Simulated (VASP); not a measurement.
# V (Fm-3m) in VASP: a series of runs

The runs below take V through single point, with pbe exchange, pbesol correlation, PBE.

All numbers are computed with VASP 6.6.1; they aren't measurements. Logs are shortened: lines on timing, memory, paths and dates and some standing lists are left out, and cuts for length are marked.

## Step 1: The cell of the first run

It takes space group Fm-3m (No. 225, cubic). Conventional cell: a = 4.083 Å, b = 4.083 Å, c = 4.083 Å, α = 90.00°, β = 90.00°, γ = 90.00°. Within 3.8 Å of V (site symmetry m-3m) lie 12 V at 2.89 Å.

This isn't the form of V at room conditions, which is bcc.

## Step 2: Single point, pbe exchange, pbesol correlation, collinear spin, zero start

The input, INCAR:

```
ALGO = Normal
EDIFF = 1E-6
ENCUT = 500
GGA = LIBXC
GGA_COMPAT = F
ISIF = 2
ISMEAR = -1
ISPIN = 2
LASPH = T
LCHARG = T
LELF = T
LIBXC1 = GGA_X_PBE
LIBXC2 = GGA_C_PBE_SOL
LMAXMIX = 4
LORBIT = 11
LREAL = F
LVHAR = T
LWAVE = F
MAGMOM = 0
NBANDS = 16
NELM = 200
PREC = Accurate
SIGMA = 0.05
```

The input, KPOINTS:

```
k-points
0
Gamma
  12 12 12
```

The input, POSCAR:

```
V
1.0
    0.0000000000      2.0413268700      2.0413268700
    2.0413268700      0.0000000000      2.0413268700
    2.0413268700      2.0413268700      0.0000000000
V
1
Direct
    0.0000000000      0.0000000000      0.0000000000
```

Potentials or basis: VASP PAW PBE potentials, release 64 (V_sv).

Launch:

```sh
$ cat potpaw_PBE.64/V_sv/POTCAR > POTCAR
$ mpirun -np 1 vasp_std > vasp.out
```

OUTCAR:

```text
EDIFF = 1E-6
   ENCUT = 500
   GGA = LIBXC
   ISIF = 2
   ISMEAR = -1
   ISPIN = 2
   LASPH = T
   LORBIT = 11
   LREAL = F
   NELM = 200
   PREC = Accurate

 ion  position               nearest neighbor table
   1  0.000  0.000  0.000-

  LATTYP: Found a face centered cubic cell.
 ALAT       =     4.0826537400

  Lattice vectors:

 A1 = (   0.0000000000,   2.0413268700,   2.0413268700)
 A2 = (   2.0413268700,   0.0000000000,   2.0413268700)
 A3 = (   2.0413268700,   2.0413268700,   0.0000000000)

Analysis of symmetry for initial positions (statically):
=====================================================================
 Subroutine PRICEL returns:
 Original cell was already a primitive cell.

 Routine SETGRP: Setting up the symmetry group for a
 face centered cubic supercell.

 Subroutine GETGRP returns: Found 48 space group operations
 (whereof 48 operations were pure point group operations)
 out of a pool of 48 trial point group operations.

The static configuration has the point symmetry O_h .

Analysis of symmetry for dynamics (positions and initial velocities):
=====================================================================
 Subroutine PRICEL returns:
 Original cell was already a primitive cell.

 Routine SETGRP: Setting up the symmetry group for a
 face centered cubic supercell.

 Subroutine GETGRP returns: Found 48 space group operations
 (whereof 48 operations were pure point group operations)
 out of a pool of 48 trial point group operations.

The dynamic configuration has the point symmetry O_h .

Analysis of structural, dynamic, and magnetic symmetry:
=====================================================================
 Subroutine PRICEL returns:
 Original cell was already a primitive cell.

 Routine SETGRP: Setting up the symmetry group for a
 face centered cubic supercell.

 Subroutine GETGRP returns: Found 48 space group operations
 (whereof 48 operations were pure point group operations)
 out of a pool of 48 trial point group operations.

The overall configuration has the point symmetry O_h .

 Subroutine INISYM returns: Found 48 space group operations
 (whereof 48 operations are pure point group operations),
 and found     1 'primitive' translations

----------------------------------------------------------------------------------------

                                     Primitive cell

  volume of cell :      17.0125

  direct lattice vectors                    reciprocal lattice vectors
     0.000000000  2.041326870  2.041326870    -0.244938725  0.244938725  0.244938725
[... 102 lines left out ...]
   IMIX   =      4    mixing-type and parameters
     AMIX     =   0.40;   BMIX     =  1.00
     AMIX_MAG =   1.60;   BMIX_MAG =  1.00
  volume/ion in A,a.u.               =      17.01       114.81
  Fermi-wavevector in a.u.,A,eV,Ry     =   1.496695  2.828344 30.478368  2.240097
  Thomas-Fermi vector in A             =   2.608679
   LORBIT       =     11    0 simple, 1 ext, 2 COOP (PROOUT), +10 PAW based schemes
   GGA     = LIBXC    functional components
   LHFCALC =     F    Hartree Fock is set to
   AEXX    =    0.0000 exact exchange contribution
   IVDW    =     0    specifies the selected vdW correction
   LEPSILON=     F    determine dielectric tensor
   LRPA    =     F    only Hartree local field effects (RPA)
 spin polarized calculation
  energy-cutoff  :      500.00
  volume of cell :       17.01
 maximum number of plane-waves:       448
 NGX is ok and might be reduce to    24
   NGX = 11   NGY = 11   NGZ = 11

 number of electron      13.0000006 magnetization       0.0000003

 number of electron      13.0000006 magnetization      -0.0000003

 Free energy of the ion-electron system (eV)
  ---------------------------------------------------
  ext. energy  EPLUGINS =         0.00000000
  ---------------------------------------------------
  free energy    TOTEN  =        -8.30732918 eV

  energy without entropy =       -8.28854119  energy(sigma->0) =       -8.29793519

 E-fermi :   7.2635     XC(G=0): -11.7030

 val. band max:        7.2576773441   @ k =  -0.3333   0.4167   0.0833
 cond. band min:       7.2865515662   @ k =   0.5000   0.3333   0.0833
 fundamental gap:      0.0288742221
 Fermi energy:         7.2635351561

 spin component 1

 k-point     1 :       0.0000    0.0000    0.0000
  band No.  band energies     occupation
      1     -56.9650      1.00000
      2     -30.5556      1.00000
      3     -30.5556      1.00000
      4     -30.5556      1.00000
      5       1.1002      1.00000
      6       7.4173      0.04410
[... 435 lines left out ...]
      5       5.1079      1.00000
      6       6.5998      1.00000
[... 8 lines left out ...]
     15      31.6710      0.00000
     16      31.7483      0.00000

 [... further k-points ...]

 spin component 2

 k-point     1 :       0.0000    0.0000    0.0000
  band No.  band energies     occupation
      1     -56.9650      1.00000
      2     -30.5556      1.00000
      3     -30.5556      1.00000
      4     -30.5556      1.00000
      5       1.1002      1.00000
      6       7.4173      0.04410
[... 435 lines left out ...]
      5       5.1079      1.00000
      6       6.5998      1.00000
[... 8 lines left out ...]
     15      31.6710      0.00000
     16      31.7483      0.00000

 [... further k-points ...]

------------------------ aborting loop because EDIFF is reached ----------------------------------------

  FORCE on cell =-STRESS in cart. coord.  units (eV):
  Direction    XX          YY          ZZ          XY          YZ          ZX
  --------------------------------------------------------------------------------------
  -------------------------------------------------------------------------------------
  Total       -2.4739262     -2.4739262     -2.4739262      0.0000000      0.0000000     -0.0000000
  in kB     -232.9859123   -232.9859123   -232.9859123      0.0000000      0.0000000     -0.0000000
  external PRESSURE =    -232.9859123 kB  Pullay stress =       0.0000000 kB

 VOLUME and BASIS-vectors are now :
 -----------------------------------------------------------------------------
  energy-cutoff  :      500.00
  volume of cell :       17.01
      direct lattice vectors                 reciprocal lattice vectors
     0.000000000  2.041326870  2.041326870    -0.244938725  0.244938725  0.244938725
     2.041326870  0.000000000  2.041326870     0.244938725 -0.244938725  0.244938725
     2.041326870  2.041326870  0.000000000     0.244938725  0.244938725 -0.244938725

 POSITION                                       TOTAL-FORCE (eV/Angst)
 -----------------------------------------------------------------------------------
      0.00000      0.00000      0.00000         0.000000      0.000000      0.000000
 -----------------------------------------------------------------------------------
    total drift:                               -0.000000     -0.000000     -0.000000

  FREE ENERGIE OF THE ION-ELECTRON SYSTEM (eV)
  ---------------------------------------------------
  free  energy   TOTEN  =        -8.3073291834 eV

  energy  without entropy=       -8.2885411946  energy(sigma->0) =       -8.29793519

 total charge

# of ion       s       p       d       tot
------------------------------------------
    1        2.290   6.158   2.891  11.340

 magnetization (x)

# of ion       s       p       d       tot
------------------------------------------
    1       -0.000  -0.000  -0.000  -0.000
```

stdout:

```text
POSCAR found type information on POSCAR V
 POSCAR found :  1 types and       1 ions
 scaLAPACK will be used
 -----------------------------------------------------------------------------
|                                                                             |
|                                                                             |
|     You enforced a specific xc type in the INCAR file but a different       |
|     I HOPE YOU KNOW WHAT YOU ARE DOING!                                     |
|                                                                             |
 -----------------------------------------------------------------------------

 LDA part: xc-table for (None,None), standard interpolation
 POSCAR, INCAR and KPOINTS ok, starting setup
 FFT: planning ... GRIDC
 FFT: planning ... GRID_SOFT
 FFT: planning ... GRID
 WAVECAR not read
 entering main loop
```

Run time: 44 s. Hardware: 1 thread of AMD EPYC 7R43 (Zen 3), shared host; peak memory 0.12 GiB.

Results:

* Free energy: -8.3073 eV
* Pressure: -23.3 GPa
* Net moment: 0.00 μB per cell
* Valence electrons inside the program's atomic spheres: V 11.34

Caveat: the cell stands under tension; the PAW data sets were made with another functional, which shifts forces and pressure a little.

## Step 3: Single point, PBE, collinear spin, ferromagnetic start

This run uses another cell than the first one, of 14.43 Å³/atom.

The input, INCAR:

```
SYSTEM = V
PREC = Accurate ; ENCUT = 520
EDIFF = 1E-7 ; ISMEAR = -1
SIGMA = 0.05 ; LREAL = .FALSE.
LASPH = .TRUE. ; NELM = 150
ALGO = Normal ; ISIF = 2
LWAVE = .FALSE. ; LCHARG = .TRUE.
ISPIN = 2 ; MAGMOM = 2
LORBIT = 11 ; LMAXMIX = 4
GGA = PE ; LELF = .TRUE.
LVHAR = .TRUE. ; NBANDS = 16
```

The input, KPOINTS:

```
regular mesh
0
G
  12 12 12
  0 0 0
```

The input, POSCAR:

```
V
1.0
    0.0000000000      1.9321662985      1.9321662985
    1.9321662985      0.0000000000      1.9321662985
    1.9321662985      1.9321662985      0.0000000000
V
1
Direct
    0.0000000000      0.0000000000      0.0000000000
```

Potentials or basis: VASP PAW PBE potentials, release 64 (V_sv).

Launch:

```sh
$ cat potpaw_PBE.64/V_sv/POTCAR > POTCAR
$ mpirun -np 1 vasp_std > vasp.out
```

Run time: 16 s. Hardware: 1 thread of AMD EPYC 9R45 (Zen 5), shared host; peak memory 0.11 GiB.

It converged, with:

```yaml
Free_energy: -8.7468 eV
Pressure: -6.0 GPa
Net_moment: 0.00 μB per cell
Valence_electrons_inside_the_program's_atomic_spheres: V 11.53
```

Levels at points of the mesh, in eV from the Fermi level:
Spin up:
| k point | band 3 | band 4 | band 5 | band 6 | band 7 | band 8 | band 9 | band 10 |
| --- | --- | --- | --- | --- | --- | --- | --- | --- |
| (0.00, 0.00, 0.00) | -37.51 | -37.51 | -6.72 | 0.17 | 0.17 | 0.17 | 1.82 | 1.82 |
| (0.50, 0.00, 0.00) | -37.61 | -37.61 | -3.19 | 0.06 | 0.06 | 0.71 | 2.92 | 2.92 |
| (0.50, 0.50, 0.00) | -37.77 | -37.77 | -3.28 | -2.46 | 2.91 | 3.20 | 3.20 | 3.21 |
Spin down:
```csv
k point,band 3,band 4,band 5,band 6,band 7,band 8,band 9,band 10
"(0.00, 0.00, 0.00)",-37.51,-37.51,-6.72,0.17,0.17,0.17,1.82,1.82
"(0.50, 0.00, 0.00)",-37.61,-37.61,-3.19,0.06,0.06,0.71,2.92,2.92
"(0.50, 0.50, 0.00)",-37.77,-37.77,-3.28,-2.46,2.91,3.20,3.20,3.21
```

Caveat: the cell stands under tension.
